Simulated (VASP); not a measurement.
Set up this calculation in VASP 6.6.1, as the native input.

| Item | Value |
| --- | --- |
| Task | single point |
| Functional | PBEsol |
| Potentials or basis | VASP PAW PBE potentials, release 64 (Ir) |
| Cutoff | 520 eV |
| k mesh | 14 × 14 × 1 |
| Occupations | fermi-dirac, width 0.08 eV |
| Spin | no spin polarisation |
| Dipole correction | yes |
| Further INCAR settings | ALGO = Normal; EDIFF = 1e-06; NBANDS = 36 |

The structure of Ir lies in POSCAR:

```
Ir
1.0
    2.7091695293      0.0000000000      0.0000000000
   -1.3545847646      2.3462096355      0.0000000000
    0.0000000000      0.0000000000     27.0601000000
Ir
6
Direct
    0.1666666667      0.3333333333      0.2975314506
    0.5000000000      1.0000000000      0.3775878029
    0.8333333333      0.6666666667      0.4590008068
    0.1666666667      0.3333333333      0.5409991932
    0.5000000000      1.0000000000      0.6224121964
    0.8333333333      0.6666666667      0.7024685495
```

These files were run (other wordings do the same):

INCAR

```
PREC     = Accurate       # precision mode
ENCUT    = 520            # plane-wave cutoff, eV
EDIFF    = 1E-6           # SCF threshold, eV
ISMEAR   = -1             # smearing method
SIGMA    = 0.08           # smearing width, eV
LREAL    = F              # projectors in reciprocal space
LASPH    = T              # aspherical terms in the spheres
NELM     = 60             # most SCF steps
ALGO     = Normal         # electronic algorithm
ISIF     = 2              # what is computed and relaxed
LWAVE    = F              # write WAVECAR
LCHARG   = T              # write CHGCAR
LDIPOL   = T            
IDIPOL   = 3            
DIPOL    = 0.5 0.5 0.500
GGA      = PS             # functional
LELF     = T              # ELF
LVHAR    = T            
LVACPOTAV= T            
NBANDS   = 36             # bands
```

KPOINTS

```
regular mesh
0
Gamma
  14 14 1
```

Potentials or basis: VASP PAW PBE potentials, release 64 (Ir).

Run with:

```console
$ cat potpaw_PBE.64/Ir/POTCAR > POTCAR
$ mpirun -np 1 vasp_std > vasp.out
```

Results of the run:

The largest force is 0.054 eV/Å. The band gap on the k mesh is zero (bands 27 and 28 overlap by 2.28 eV).

Caveat: the PAW data sets were made with another functional, which shifts forces and pressure a little; spin-orbit coupling is left out, which moves the levels of the heavy elements.

It took 8.5 min on 1 thread of Intel Xeon 8259CL (shared host), peak memory 0.34 GiB.
